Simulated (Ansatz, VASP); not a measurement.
# One calculation of HfC, two programs

```
CELL_PARAMETERS angstrom
0.00000 2.52211 2.52211
2.52211 0.00000 2.52211
5.04421 5.04421 0.00000
ATOMIC_POSITIONS crystal
Hf 0.00000 0.00000 0.00000
Hf 0.00000 0.00000 0.50000
C 0.25000 0.25000 0.12500
C 0.25000 0.25000 0.62500
```

Alike in both runs: task single point; functional PBE; k mesh 8 × 8 × 8; occupations gaussian, width 0.05 eV; no spin polarisation.

|  | VASP | Ansatz |
| --- | --- | --- |
| version | VASP 6.6.1 | Ansatz 0.2.0 |
| potentials or method | VASP PAW PBE potentials, release 64 (Hf_pv, C), cutoff 520 eV | scalar-relativistic, plane waves, PAW |
| valence electrons in the cell | 28 | 60 |

|  | VASP | Ansatz | Ansatz less VASP |
| --- | --- | --- | --- |
| gap on the k mesh at the Fermi level (eV) | 0.29 | 0.29 | -0.004 |
| least direct gap on the mesh (eV) | 0.29 | 0.29 | -0.004 |
| pressure (GPa) | -0.4 | 0.0 | +0.37 |

VASP's potentials hold 28 valence electrons a cell and Ansatz's 60, so a difference there can come from the potentials and not from the codes.

Spin-orbit coupling is off throughout.
